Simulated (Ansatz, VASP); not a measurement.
**Sc3BN2 in VASP and in Ansatz**

INCAR

```
SYSTEM = Sc3BN2
PREC = Accurate ; ENCUT = 600
EDIFF = 1E-6 ; ISMEAR = 0
SIGMA = 0.1 ; LREAL = .FALSE.
LASPH = .TRUE. ; NELM = 150
ALGO = Normal ; ISIF = 3
LWAVE = .FALSE. ; LCHARG = .FALSE.
ISPIN = 2 ; MAGMOM = 0 0 0 0 1 1
LORBIT = 11 ; LMAXMIX = 4
GGA = PE ; IBRION = 2
NSW = 90 ; EDIFFG = -0.04
```

File KPOINTS:

```
Automatic mesh
0
G
  4 4 4
  0 0 0
```

POSCAR

```
Sc3BN2
1.0
    4.3316837900      0.0000000000      0.0000000000
    0.0000000000      4.3316837900      0.0000000000
    0.0000000000      0.0000000000      5.0017590800
Sc B N
3 1 2
Direct
    0.5000000000      0.5000000000      0.5000000000
    0.5000000000      0.5000000000      0.0000000000
    0.0000000000      0.0000000000      0.5000000000
    0.0000000000      0.0000000000      0.0000000000
    0.0000000000      0.5000000000      0.5000000000
    0.5000000000      0.0000000000      0.5000000000
```

Input for Ansatz:

```yaml
crystal:
  lattice:
    - [4.33168379, 0.0, 0.0]
    - [0.0, 4.33168379, 0.0]
    - [0.0, 0.0, 5.00175908]
  atoms:
    - { symbol: Sc, position: [0.5, 0.5, 0.5] }
    - { symbol: Sc, position: [0.5, 0.5, 0.0] }
    - { symbol: Sc, position: [0.0, 0.0, 0.5] }
    - { symbol: B, position: [0.0, 0.0, 0.0] }
    - { symbol: "N", position: [0.0, 0.5, 0.5], spin: 1.0 }
    - { symbol: "N", position: [0.5, 0.0, 0.5], spin: 1.0 }
basis:
  ecutwfc: 420
kpoints:
  mp_grid: { grid: [4, 4, 4] }
hamiltonian:
  xc: pbe
scf:
  occupations: { method: gaussian, width: 0.1 }
  lower_state_search: "off"
output:
  forces: true
  stress: true
  eigenvalues: true
  populations: true
magnetization:
  spin_polarized: true
relax:
  adjacent_minimum: "off"
  f_tol: 0.04
  max_steps: 70
  cell: { stress_tol: 0.4 }
```

Alike in both runs: task relaxation of cell and atoms; functional PBE; k mesh 4 × 4 × 4; occupations gaussian, width 0.1 eV; collinear spin.

|  | VASP | Ansatz |
| --- | --- | --- |
| version | VASP 6.6.1 | Ansatz 0.2.0 |
| potentials or method | VASP PAW PBE potentials, release 64 (Sc_sv, B, N), cutoff 600 eV | scalar-relativistic, plane waves, PAW |
| valence electrons in the cell | 46 | 46 |

```tsv
	VASP	Ansatz	Ansatz less VASP
gap on the k mesh at the Fermi level, each at its own relaxed structure (eV)	none	none	-
net moment per atom (μB)	0.00	0.23	+0.230
size of the moment on the site where the two differ most (μB)	0.00	0.53	+0.529
relaxed volume (Å³/atom)	18.16	18.28	+0.120
relaxed cell length with the largest relative difference (Å)	6.233	6.299	+0.0655
```

The net moments are unlike, so the other rows may belong to different states. Site moments also hang on the region over which each program counts them. A gap of «none» marks a metal or a gap that the smearing closes.

The k mesh is coarse, so the values compare programs but aren't converged. Noted on VASP's run: the volume moved by over 15 % at a fixed basis, so the end points are rough.
